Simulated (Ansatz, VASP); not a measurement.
**Two plane-wave programs on BN**

The input POSCAR:

```
BN
1.0
    2.5439500113      0.0000000000      0.0000000000
   -1.2719750056      2.2031253357      0.0000000000
    0.0000000000      0.0000000000      4.2078152881
B N
2 2
Direct
    0.3333333333      0.6666666667      0.0002034636
    0.6666666667      0.3333333333      0.5002034636
    0.3333333333      0.6666666667      0.3747965364
    0.6666666667      0.3333333333      0.8747965364
```

INCAR.step1

```
SYSTEM = BN
  PREC = Accurate
  ENCUT = 520
  ISMEAR = 0
  SIGMA = 0.01
  LREAL = .FALSE.
  LASPH = .TRUE.
  NELM = 80
  NBANDS = 16
  GGA = PE
  ALGO = Normal
  EDIFF = 1E-4
  LWAVE = .TRUE.
  LCHARG = .FALSE.
```

File INCAR.step2:

```
SYSTEM = BN
  PREC = Accurate
  ENCUT = 520
  EDIFF = 1E-7
  ISMEAR = 0
  SIGMA = 0.01
  LREAL = .FALSE.
  LASPH = .TRUE.
  NELM = 80
  ALGO = Normal
  ISIF = 2
  LWAVE = .FALSE.
  LCHARG = .FALSE.
  METAGGA = R2SCAN
  LMIXTAU = .TRUE.
  NBANDS = 16
  ISTART = 1
```

File KPOINTS:

```
Automatic mesh
0
G
  12 12 6
  0 0 0
```

Input for Ansatz:

```yaml
crystal:
  lattice:
    - [2.5439500113, 0.0, 0.0]
    - [-1.2719750056, 2.2031253357, 0.0]
    - [0.0, 0.0, 4.2078152881]
  atoms:
    - { symbol: B, position: [0.3333333333, 0.6666666667, 0.0002034636] }
    - { symbol: B, position: [0.6666666667, 0.3333333333, 0.5002034636] }
    - { symbol: "N", position: [0.3333333333, 0.6666666667, 0.3747965364] }
    - { symbol: "N", position: [0.6666666667, 0.3333333333, 0.8747965364] }
kpoints:
  mp_grid: { grid: [12, 12, 6] }
  band_path:
    path:
      - [0.0, 0.0, 0.0]
      - [0.5, 0.0, 0.0]
      - [0.3333333333, 0.3333333333, 0.0]
      - [0.0, 0.0, 0.5]
      - [0.5, 0.0, 0.5]
      - [0.3333333333, 0.3333333333, 0.5]
      - [0.1, 0.0, 0.0]
    npoints: 1
hamiltonian:
  xc: r2scan
scf:
  occupations: { method: fixed }
  n_extra_bands: 5
output:
  forces: true
  stress: true
  eigenvalues: true
```

Alike in both runs: task single point; functional r2SCAN; k mesh 12 × 12 × 6; no spin polarisation.

```csv
,VASP,Ansatz
version,VASP 6.6.1,Ansatz 0.2.0
potentials or method,"VASP PAW PBE potentials, release 64 (B, N)","plane waves, PAW"
plane-wave cutoff (eV),520,500
occupations,"gaussian, width 0.01 eV",fixed
valence electrons in the cell,16,16
```

VASP gave:

- gap on the k mesh at the Fermi level (eV): 5.72
- pressure (GPa): 1.1

**Question.** What did Ansatz give for the same quantities?

**Answer.** gap on the k mesh at the Fermi level (eV): 5.75; pressure (GPa): 0.0.

VASP's potentials were made for PBE, not for r2SCAN.
